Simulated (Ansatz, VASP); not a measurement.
**One calculation of MgS, two programs**

```
CELL_PARAMETERS angstrom
0.00000 2.61029 2.61029
2.61029 0.00000 2.61029
2.61029 2.61029 0.00000
ATOMIC_POSITIONS crystal
Mg 0.00000 0.00000 0.00000
S 0.50000 0.50000 0.50000
```

Change from the starting cell: volume scaled by 1.01, crystal datasets.

Alike in both runs: task electric field gradients; functional PBE; k mesh 8 × 8 × 8; occupations fermi-dirac, width 0.01 eV; no spin polarisation.

|  | VASP | Ansatz |
| --- | --- | --- |
| version | VASP 6.6.1 | Ansatz 0.2.0 |
| potentials or method | VASP PAW PBE potentials, release 64 (Mg, S), cutoff 520 eV | all-electron PAW with datasets made for the crystal, scalar-relativistic |

VASP gave:

* gap on the k mesh at the Fermi level (eV): 2.75
* pressure (GPa): 0.1

Q: What did Ansatz give for the same quantities?

A: gap on the k mesh at the Fermi level (eV): 2.77; pressure (GPa): 0.4.

Ansatz ran all-electron here, and VASP with PAW potentials.
